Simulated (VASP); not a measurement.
A run of VASP 6.6.1 is set up as follows.

The input INCAR:

```
PREC     = Accurate       # precision mode
ENCUT    = 520            # plane-wave cutoff, eV
EDIFF    = 1E-7           # SCF threshold, eV
ISMEAR   = 0              # smearing method
SIGMA    = 0.15           # smearing width, eV
LREAL    = False          # projectors in reciprocal space
LASPH    = True           # aspherical terms in the spheres
NELM     = 80             # most SCF steps
ALGO     = Normal         # electronic algorithm
ISIF     = 2              # what is computed and relaxed
LWAVE    = False          # write WAVECAR
LCHARG   = False          # write CHGCAR
GGA      = PE             # functional
NBANDS   = 16             # bands
```

The input KPOINTS:

```
Automatic mesh
0
Gamma
  16 16 16
```

POSCAR

```
InSb
1.0
   -3.0074500000      3.0074500000      1.4883500000
    3.0074500000     -3.0074500000      1.4883500000
    3.0074500000      3.0074500000     -1.4883500000
In Sb
1 1
Direct
    0.2500000000      0.7500000000      0.5000000000
    0.0000000000      0.0000000000      0.0000000000
```

Potentials or basis: VASP PAW PBE potentials, release 64 (In_d, Sb).

Command:

```sh
$ cat potpaw_PBE.64/In_d/POTCAR potpaw_PBE.64/Sb/POTCAR > POTCAR
$ mpirun -np 1 vasp_std > vasp.out
```

Question: What does it give for the band gap on the k mesh?

Answer: Zero (band 9 reaches 8.97 eV, above the bottom of band 10 at 5.23 eV).

Question: Estimate the pressure.

Answer: 3.3 GPa.

Stress tensor (GPa, compression positive):
```
0.58 0.00 0.00
0.00 0.58 0.00
0.00 0.00 8.72
```

Caveat: spin-orbit coupling is left out, which moves the levels of the heavy elements.
